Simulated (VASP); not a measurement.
# Li2RhN2 in VASP: a series of runs

Li2RhN2 is run at these levels: PBEsol, PBE; tasks: single point.

Program: VASP 6.6.1. These are calculated values, not measurements. Logs are shortened: lines on timing, memory, paths and dates and some standing lists are left out, and cuts for length are marked.

**1. The cell of the first run**

The typed cell holds 5 atoms: a = 3.221 Å, b = 3.221 Å, c = 5.076 Å, α = 90.00°, β = 90.00°, γ = 120.00°.

**2. Single point, PBEsol**

File INCAR:

```
PREC = Accurate
ENCUT = 520
EDIFF = 1E-6
ISMEAR = 0
SIGMA = 0.05
LREAL = False
LASPH = True
NELM = 60
ALGO = Normal
ISIF = 2
LWAVE = False
LCHARG = False
GGA = PS
NBANDS = 24
```

File KPOINTS:

```
Automatic mesh
0
Gamma
  13 13 7
```

File POSCAR:

```
Li2RhN2
1.0
    3.2214626416      0.0000000000      0.0000000000
   -1.6107313208      2.7898684850      0.0000000000
    0.0000000000      0.0000000000      5.0759660458
Rh N Li
1 2 2
Direct
    0.0128070000      0.0109850000     -0.0116930000
    0.3451150000      0.6882240000      0.2083290000
    0.6982230000      0.3555770000      0.7964200000
    0.3383490000      0.6651990000      0.6450190000
    0.6595890000      0.3430480000      0.3623870000
```

Potentials or basis: VASP PAW PBE potentials, release 64 (Rh_pv, N, Li_sv).

Started as:

```bash
$ cat potpaw_PBE.64/Rh_pv/POTCAR potpaw_PBE.64/N/POTCAR potpaw_PBE.64/Li_sv/POTCAR > POTCAR
$ mpirun -np 1 vasp_std > vasp.out
```

OUTCAR:

```text
PREC = Accurate
   ENCUT = 520
   EDIFF = 1E-6
   ISMEAR = 0
   LREAL = False
   LASPH = True
   NELM = 60
   ISIF = 2
   GGA = PS

 ion  position               nearest neighbor table
   1  0.013  0.011  0.988-   3 2.07   3 2.08   2 2.14   3 2.15   2 2.17   2 2.19   4 2.52   4 2.56
                             4 2.56   5 2.62   5 2.66   5 2.69
   2  0.345  0.688  0.208-   5 1.99   5 2.00   5 2.07   1 2.14   1 2.17   1 2.19
   3  0.698  0.356  0.796-   4 1.94   4 2.02   1 2.07   4 2.07   1 2.08   1 2.15
   4  0.338  0.665  0.645-   3 1.94   3 2.02   3 2.07   5 2.30   5 2.37   5 2.38   1 2.52   1 2.56
                             1 2.56
   5  0.660  0.343  0.362-   2 1.99   2 2.00   2 2.07   4 2.30   4 2.37   4 2.38   1 2.62   1 2.66
                             1 2.69

  LATTYP: Found a hexagonal cell.
 ALAT       =     3.2214626416
 C/A-ratio  =     1.5756712433

  Lattice vectors:

 A1 = (   3.2214626416,   0.0000000000,   0.0000000000)
 A2 = (  -1.6107313208,   2.7898684850,   0.0000000000)
 A3 = (   0.0000000000,   0.0000000000,   5.0759660458)

Analysis of symmetry for initial positions (statically):
=====================================================================
 Subroutine PRICEL returns:
 Original cell was already a primitive cell.

 Routine SETGRP: Setting up the symmetry group for a
 hexagonal supercell.

 Subroutine GETGRP returns: Found  1 space group operations
 (whereof  1 operations were pure point group operations)
 out of a pool of 24 trial point group operations.

The static configuration has the point symmetry C_1 .

Analysis of symmetry for dynamics (positions and initial velocities):
=====================================================================
 Subroutine PRICEL returns:
 Original cell was already a primitive cell.

 Routine SETGRP: Setting up the symmetry group for a
 hexagonal supercell.

 Subroutine GETGRP returns: Found  1 space group operations
 (whereof  1 operations were pure point group operations)
 out of a pool of 24 trial point group operations.

The dynamic configuration has the point symmetry C_1 .

 Subroutine INISYM returns: Found  1 space group operations
 (whereof  1 operations are pure point group operations),
 and found     1 'primitive' translations

----------------------------------------------------------------------------------------

                                     Primitive cell

  volume of cell :      45.6200

  direct lattice vectors                    reciprocal lattice vectors
     3.221462642  0.000000000  0.000000000     0.310418003  0.179219918  0.000000000
[... 95 lines left out ...]
   NSW    =      0    number of steps for IOM
   IBRION =     -1    ionic relax: 0-MD 1-quasi-New 2-CG
   NFREE  =      0    steps in history (QN), initial steepest desc. (CG)
   ISIF   =      2    stress and relaxation
   ISYM   =      2    0-nonsym 1-usesym 2-fastsym
   POTIM  = 0.5000    time-step for ionic-motion
   TEBEG  =    0.0;   TEEND  =   0.0 temperature during run
   PSTRESS=    0.0 pullay stress
   NELECT =      31.0000    total number of electrons
   NUPDOWN=      -1.0000    fix difference up-down
   EMIN   =  10.00;   EMAX   =-10.00  energy-range for DOS
   EFERMI =   0.00;   METHOD = LEGACY
   ISMEAR =     0;   SIGMA  =   0.05  broadening in eV -4-tet -1-fermi 0-gaus
   EFERMI_NEDOS =   21; number of points for ismear=-14 and -15
   IALGO  =     38    algorithm
   IMIX   =      4    mixing-type and parameters
     AMIX     =   0.40;   BMIX     =  1.00
     AMIX_MAG =   1.60;   BMIX_MAG =  1.00
  volume/ion in A,a.u.               =       9.12        61.57
  Fermi-wavevector in a.u.,A,eV,Ry     =   1.439274  2.719834 28.184609  2.071510
  Thomas-Fermi vector in A             =   2.558148
   LORBIT       =      0    0 simple, 1 ext, 2 COOP (PROOUT), +10 PAW based schemes
   GGA     = PS    functional components
   LHFCALC =     F    Hartree Fock is set to
   AEXX    =    0.0000 exact exchange contribution
   IVDW    =     0    specifies the selected vdW correction
   LEPSILON=     F    determine dielectric tensor
   LRPA    =     F    only Hartree local field effects (RPA)
 non-spin polarized calculation
 Gauss-broadening in eV      SIGMA  =   0.05
  energy-cutoff  :      520.00
  volume of cell :       45.62
 maximum number of plane-waves:      1246
   NGX = 11   NGY = 11   NGZ = 19

 number of electron      30.9999999 magnetization

 Free energy of the ion-electron system (eV)
  ---------------------------------------------------
  ext. energy  EPLUGINS =         0.00000000
  ---------------------------------------------------
  free energy    TOTEN  =       -29.92647982 eV

  energy without entropy =      -29.92303431  energy(sigma->0) =      -29.92475707

 E-fermi :   6.3015     XC(G=0): -11.6827

 val. band max:        6.3004146383   @ k =  -0.1538   0.3846   0.4286
 cond. band min:       6.3044897014   @ k =  -0.1538   0.1538   0.0000
 fundamental gap:      0.0040750631
 Fermi energy:         6.3014574423

 k-point     1 :       0.0000    0.0000    0.0000
  band No.  band energies     occupation
      1     -40.5457      2.00000
      2     -40.5331      2.00000
      3     -40.4993      2.00000
      4     -37.9739      2.00000
      5     -37.7473      2.00000
      6      -8.8319      2.00000
[... 637 lines left out ...]
     23      17.6022      0.00000
     24      18.9221      0.00000

 [... further k-points ...]

------------------------ aborting loop because EDIFF is reached ----------------------------------------

  FORCE on cell =-STRESS in cart. coord.  units (eV):
  Direction    XX          YY          ZZ          XY          YZ          ZX
  --------------------------------------------------------------------------------------
  -------------------------------------------------------------------------------------
  Total       -2.2581261     -2.2223737     -1.6689602     -0.1370620      0.0407934      0.2816668
  in kB      -79.3054872    -78.0498606    -58.6139529     -4.8136227      1.4326643      9.8921497
  external PRESSURE =     -71.9897669 kB  Pullay stress =       0.0000000 kB

 VOLUME and BASIS-vectors are now :
 -----------------------------------------------------------------------------
  energy-cutoff  :      520.00
  volume of cell :       45.62
      direct lattice vectors                 reciprocal lattice vectors
     3.221462642  0.000000000  0.000000000     0.310418003  0.179219918  0.000000000
    -1.610731321  2.789868485  0.000000000     0.000000000  0.358439835  0.000000000
     0.000000000  0.000000000  5.075966046     0.000000000  0.000000000  0.197006834

 POSITION                                       TOTAL-FORCE (eV/Angst)
 -----------------------------------------------------------------------------------
      0.02356      0.03065      5.01661         0.175103      0.374544      0.900289
      0.00323      1.92005      1.05747         0.023134     -0.277289     -0.376801
      1.67656      0.99201      4.04260        -0.537822     -0.446077     -0.035753
      0.01852      1.85582      3.27409         0.123427      0.270082     -0.005884
      1.57228      0.95706      1.83946         0.216157      0.078741     -0.481850
 -----------------------------------------------------------------------------------
    total drift:                               -0.000283      0.000326      0.000184

  FREE ENERGIE OF THE ION-ELECTRON SYSTEM (eV)
  ---------------------------------------------------
  free  energy   TOTEN  =       -29.9264798197 eV

  energy  without entropy=      -29.9230343125  energy(sigma->0) =      -29.92475707
```

stdout:

```text
POSCAR found type information on POSCAR RhN Li
 POSCAR found :  3 types and       5 ions
 scaLAPACK will be used
 -----------------------------------------------------------------------------
|                                                                             |
|                                                                             |
|     You enforced a specific xc type in the INCAR file but a different       |
|     I HOPE YOU KNOW WHAT YOU ARE DOING!                                     |
|                                                                             |
 -----------------------------------------------------------------------------

 LDA part: xc-table for (Slater+PW92), standard interpolation
 POSCAR, INCAR and KPOINTS ok, starting setup
 FFT: planning ... GRIDC
 FFT: planning ... GRID_SOFT
 FFT: planning ... GRID
 WAVECAR not read
 entering main loop
```

It took 11 min on 1 thread of Intel Xeon 8259CL, shared host; peak memory 0.63 GiB.

Results:

```yaml
Free_energy: -29.9265 eV
Largest_force: 0.991 eV/Å
Band_gap_on_the_k_mesh: zero (an odd number of electrons rules out a gap without spin polarisation)
```

Forces in eV/Å, atoms in the order of the input:
```
Rh   0.175  0.375  0.900
N    0.023 -0.277 -0.377
N   -0.538 -0.446 -0.036
Li   0.123  0.270 -0.006
Li   0.216  0.079 -0.482
```

Levels at points of the mesh, in eV from the Fermi level:
```tsv
k point	band 11	band 12	band 13	band 14	band 15	band 16	band 17	band 18	band 19	band 20
(0.00, 0.00, 0.00)	-2.28	-2.24	-0.86	-0.84	-0.72	-0.32	2.96	3.18	4.57	7.57
```

Caveat: the cutoff is under 1.25 times the usual one of these potentials, so pressure, stress and relaxed cells hold a basis-set (Pulay) error; the PAW data sets were made with another functional, which shifts forces and pressure a little.

**3. Single point, PBE**

File INCAR:

```
PREC = Accurate
ENCUT = 520
EDIFF = 1E-6
ISMEAR = -1
SIGMA = 0.05
LREAL = F
LASPH = T
NELM = 80
ALGO = Normal
ISIF = 2
LWAVE = F
LCHARG = F
GGA = PE
NBANDS = 24
```

File KPOINTS:

```
regular mesh
0
Gamma
  10 10 5
```

File POSCAR:

```
Li2RhN2
1.0
    3.2214626416      0.0000000000      0.0000000000
   -1.6107313208      2.7898684850      0.0000000000
    0.0000000000      0.0000000000      5.0759660458
Rh N Li
1 2 2
Direct
    0.0000000000      0.0000000000      0.0000000000
    0.3333333333      0.6666666667      0.2093080000
    0.6666666667      0.3333333333      0.7906920000
    0.3333333333      0.6666666667      0.6455100000
    0.6666666667      0.3333333333      0.3544900000
```

Potentials or basis: VASP PAW PBE potentials, release 64 (Rh_pv, N, Li_sv).

Started as:

```bash
$ cat potpaw_PBE.64/Rh_pv/POTCAR potpaw_PBE.64/N/POTCAR potpaw_PBE.64/Li_sv/POTCAR > POTCAR
$ mpirun -np 1 vasp_std > vasp.out
```

OUTCAR:

```text
PREC = Accurate
   ENCUT = 520
   EDIFF = 1E-6
   ISMEAR = -1
   LREAL = F
   LASPH = T
   NELM = 80
   ISIF = 2
   GGA = PE

 ion  position               nearest neighbor table
   1  0.000  0.000  0.000-   2 2.14   3 2.14   3 2.14   2 2.14   3 2.14   2 2.14   4 2.59   5 2.59
                             5 2.59   4 2.59   4 2.59   5 2.59
   2  0.333  0.667  0.209-   5 2.00   5 2.00   5 2.00   1 2.14   1 2.14   1 2.14
   3  0.667  0.333  0.791-   4 2.00   4 2.00   4 2.00   1 2.14   1 2.14   1 2.14
[... 856 lines left out ...]
  -------------------------------------------------------------------------------------
  Total       -0.8220567     -0.8220567     -0.4107792      0.0000000      0.0000000      0.0000000
  in kB      -28.8706653    -28.8706653    -14.4265817      0.0000000      0.0000000      0.0000000
  external PRESSURE =     -24.0559708 kB  Pullay stress =       0.0000000 kB

 VOLUME and BASIS-vectors are now :
 -----------------------------------------------------------------------------
  energy-cutoff  :      520.00
  volume of cell :       45.62
      direct lattice vectors                 reciprocal lattice vectors
     3.221462642  0.000000000  0.000000000     0.310418003  0.179219918  0.000000000
    -1.610731321  2.789868485  0.000000000     0.000000000  0.358439835  0.000000000
     0.000000000  0.000000000  5.075966046     0.000000000  0.000000000  0.197006834

 POSITION                                       TOTAL-FORCE (eV/Angst)
 -----------------------------------------------------------------------------------
      0.00000      0.00000      0.00000         0.000000      0.000000      0.000000
     -0.00000      1.85991      1.06244        -0.000000      0.000000     -0.073575
      1.61073      0.92996      4.01353        -0.000000     -0.000000      0.073575
     -0.00000      1.85991      3.27659         0.000000      0.000000      0.054634
      1.61073      0.92996      1.79938        -0.000000     -0.000000     -0.054634
 -----------------------------------------------------------------------------------
    total drift:                                0.000000      0.000000      0.000000

  FREE ENERGIE OF THE ION-ELECTRON SYSTEM (eV)
  ---------------------------------------------------
  free  energy   TOTEN  =       -28.1653542899 eV

  energy  without entropy=      -28.1420474153  energy(sigma->0) =      -28.15370085
```

OSZICAR:

```text
N       E                     dE             d eps       ncg     rms          rms(c)
DAV:   1     0.266456189564E+03    0.26646E+03   -0.16380E+04  2808   0.139E+03
DAV:   2    -0.168161823145E+02   -0.28327E+03   -0.26749E+03  3304   0.401E+02
DAV:   3    -0.339832303822E+02   -0.17167E+02   -0.16904E+02  4608   0.874E+01
DAV:   4    -0.348173620694E+02   -0.83413E+00   -0.83263E+00  3520   0.153E+01
DAV:   5    -0.348247573081E+02   -0.73952E-02   -0.73948E-02  3864   0.165E+00    0.245E+01
DAV:   6    -0.330159109800E+02    0.18088E+01   -0.59358E+01  2984   0.574E+01    0.229E+01
DAV:   7    -0.281224140056E+02    0.48935E+01   -0.15707E+01  2896   0.377E+01    0.419E+00
DAV:   8    -0.281624998794E+02   -0.40086E-01   -0.91871E-01  3288   0.574E+00    0.224E+00
DAV:   9    -0.281639338694E+02   -0.14340E-02   -0.43735E-02  4024   0.132E+00    0.527E-01
DAV:  10    -0.281649841234E+02   -0.10503E-02   -0.67083E-03  3480   0.733E-01    0.167E-01
DAV:  11    -0.281653264442E+02   -0.34232E-03   -0.10655E-03  3248   0.244E-01    0.860E-02
DAV:  12    -0.281653491939E+02   -0.22750E-04   -0.16886E-04  3464   0.942E-02    0.135E-02
DAV:  13    -0.281653540183E+02   -0.48244E-05   -0.18874E-05  3096   0.339E-02    0.478E-03
DAV:  14    -0.281653542899E+02   -0.27158E-06   -0.75502E-07  2704   0.659E-03
   1 F= -.28165354E+02 E0= -.28153701E+02  d E =-.233069E-01
```

stdout:

```text
POSCAR found type information on POSCAR RhN Li
 POSCAR found :  3 types and       5 ions
 scaLAPACK will be used
 LDA part: xc-table for (Slater+PW92), standard interpolation
 POSCAR, INCAR and KPOINTS ok, starting setup
 FFT: planning ... GRIDC
 FFT: planning ... GRID_SOFT
 FFT: planning ... GRID
 WAVECAR not read
 entering main loop
```

It took 42 s on 1 thread of Intel Xeon Platinum 8259CL at 2.50GHz (Skylake/Cascade Lake), shared host; peak memory 0.19 GiB.

Results:

* Free energy: -28.1654 eV
* Largest force: 0.074 eV/Å
* Band gap on the k mesh: zero (an odd number of electrons rules out a gap without spin polarisation)

Forces on the atoms (eV/Å):
```
Rh   0.000  0.000  0.000
N    0.000  0.000 -0.074
N    0.000  0.000  0.074
Li   0.000  0.000  0.055
Li   0.000  0.000 -0.055
```

Caveat: the cutoff is under 1.25 times the usual one of these potentials, so pressure, stress and relaxed cells hold a basis-set (Pulay) error.

(Continued in part 2 of 2.)
